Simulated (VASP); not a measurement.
Wanted: the native input for a VASP 6.6.1 run.

```yaml
Task: single point
Functional: r2SCAN
Potentials_or_basis: VASP PAW PBE potentials, release 64 (B, As, Al)
Cutoff: 520 eV
k_mesh: 6 × 6 × 4
Occupations: gaussian, width 0.01 eV
Spin: no spin polarisation
Dipole_correction: no
Further_INCAR_settings: ALGO = Normal; EDIFF = 1e-06; NBANDS = 16
```

The system is AlBAs2.

```
B As Al
1.0
     3.69713    0.00000    0.00000
     0.00000    3.69713    0.00000
     0.00000    0.00000    5.46658
B As Al
1 2 1
Direct
  0.00000 0.00000 0.00000
  0.00000 0.50000 0.21287
  0.50000 0.00000 0.78713
  0.50000 0.50000 0.50000
```

This cell differs from its parent crystal: volume changed by +3%.

One way to write it, as run:

POSCAR

```
AlBAs2
1.0
    3.6971322729      0.0000000000      0.0000000000
    0.0000000000      3.6971322729      0.0000000000
    0.0000000000      0.0000000000      5.4665811856
B As Al
1 2 1
Direct
    0.0000000000      0.0000000000      0.0000000000
    0.0000000000      0.5000000000      0.2128693899
    0.5000000000      0.0000000000      0.7871306101
    0.5000000000      0.5000000000      0.5000000000
```

INCAR.step1

```
SYSTEM = AlBAs2
PREC = Accurate
ENCUT = 520
ISMEAR = 0
SIGMA = 0.01
LREAL = .FALSE.
LASPH = .TRUE.
NELM = 60
NBANDS = 16
GGA = PE
ALGO = Normal
EDIFF = 1E-4
LWAVE = .TRUE.
LCHARG = .FALSE.
```

INCAR.step2

```
SYSTEM = AlBAs2
PREC = Accurate
ENCUT = 520
EDIFF = 1E-6
ISMEAR = 0
SIGMA = 0.01
LREAL = .FALSE.
LASPH = .TRUE.
NELM = 60
ALGO = Normal
ISIF = 2
LWAVE = .FALSE.
LCHARG = .FALSE.
METAGGA = R2SCAN
LMIXTAU = .TRUE.
NBANDS = 16
ISTART = 1
```

KPOINTS

```
Automatic mesh
0
G
  6 6 4
  0 0 0
```

Potentials or basis: VASP PAW PBE potentials, release 64 (B, As, Al).

Run with:

```console
$ cat potpaw_PBE.64/B/POTCAR potpaw_PBE.64/As/POTCAR potpaw_PBE.64/Al/POTCAR > POTCAR
$ cp INCAR.step1 INCAR
$ mpirun -np 1 vasp_std > vasp.out
$ cp INCAR.step2 INCAR
$ mpirun -np 1 vasp_std > vasp.out
```

It gave:

```
Pressure               : -2.8 GPa
Largest force          : 0.066 eV/Å
Band gap on the k mesh : 0.88 eV, indirect (least direct gap 0.97 eV)
```

Caveat: the PAW data sets were made with another functional, which shifts forces and pressure a little.

Run time: 3.3 min on 1 thread of AMD EPYC 7R13 (shared host), peak memory 0.18 GiB.
